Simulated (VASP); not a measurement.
The system is Sb.

```
CELL_PARAMETERS angstrom
-1.58698 1.58698 2.72990
1.58698 -1.58698 2.72990
1.58698 1.58698 -2.72990
ATOMIC_POSITIONS crystal
Sb 0.00000 0.00000 0.00000
```

Base run:

| Quantity | Value |
| --- | --- |
| Program | VASP 6.6.1 |
| Functional | PBE |
| Potentials or basis | VASP PAW PBE potentials, release 64 (Sb) |
| Cutoff | 520 eV |
| k mesh | 12 × 12 × 12 |
| Occupations | fermi-dirac, width 0.05 eV |
| Spin | no spin polarisation |

Its results: pressure 0.4 GPa.

Q: The run is repeated on the same cell with these changes: functional from PBE to PBEsol. What comes out?

A: Pressure -2.4 GPa.

PBEsol binds more tightly than PBE, so the same cell stands under less pressure.

Caveats: the PAW data sets were made with another functional, which shifts forces and pressure a little (some runs).
